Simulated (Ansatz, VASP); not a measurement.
Te2Mo: VASP beside Ansatz

```
CELL_PARAMETERS angstrom
3.55499 0.00000 0.00000
-1.77750 3.07871 0.00000
0.00000 0.00000 35.03654
ATOMIC_POSITIONS crystal
Te 0.33333 0.66667 0.44684
Te 0.32200 0.66667 0.94840
Te 0.34467 0.66667 0.05160
Te 0.33333 0.66667 0.55316
Mo 0.00000 0.00000 0.00000
Mo 0.00000 0.00000 0.50000
```

Change from the starting cell: mode 7 frozen in at -0.040 Å and mode 12 at -0.055 Å (largest displacements).

Alike in both runs: task single point; functional PBE; k mesh 9 × 9 × 1; occupations gaussian, width 0.05 eV; no spin polarisation.

|  | VASP | Ansatz |
| --- | --- | --- |
| version | VASP 6.6.1 | Ansatz 0.2.0 |
| potentials or method | VASP PAW PBE potentials, release 64 (Te, Mo_sv), cutoff 520 eV | scalar-relativistic, plane waves, PAW |
| valence electrons in the cell | 52 | 92 |

VASP gave:

- gap on the k mesh at the Fermi level (eV): 0.98
- least direct gap on the mesh (eV): 0.98
- rms of the force components (eV/Å): 0.236

Q: What did Ansatz give for the same quantities?

A: gap on the k mesh at the Fermi level (eV): 0.98; least direct gap on the mesh (eV): 0.98; rms of the force components (eV/Å): 0.239.

Atom by atom the forces differ by 0.006 eV/Å (rms over components). VASP's potentials hold 52 valence electrons a cell and Ansatz's 92, so a difference there can come from the potentials and not from the codes.

Spin-orbit coupling is off throughout.
